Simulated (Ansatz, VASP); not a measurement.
**Two plane-wave programs on Si**

```
Si
1.0
     2.68367    0.00000    0.00000
    -1.34183    2.32412    0.00000
     0.00000    0.00000    8.90421
Si
4
Direct
  0.00000 0.00000 0.00000
  0.00000 0.00000 0.50000
  0.33333 0.66667 0.25000
  0.66667 0.33333 0.75000
```

Alike in both runs: task single point; functional LDA; k mesh 15 × 15 × 4; occupations fermi-dirac, width 0.1 eV; no spin polarisation.

```csv
,VASP,Ansatz
version,VASP 6.6.1,Ansatz 0.2.0
potentials or method,"VASP PAW LDA potentials, release 64 (Si), cutoff 520 eV","plane waves (420 eV) with PAW, scalar-relativistic"
valence electrons in the cell,16,16
```

|  | VASP | Ansatz | Ansatz less VASP |
| --- | --- | --- | --- |
| pressure (GPa) | 0.0 | -0.1 | -0.07 |
| traceless stress, the component that is largest in VASP (GPa) | 1.69 | 1.68 | -0.012 |

Ansatz warns that its potentials were made for another functional, while VASP's fit it. LDA's correlation is that of Perdew and Zunger in VASP and of Perdew and Wang (1992) in Ansatz.
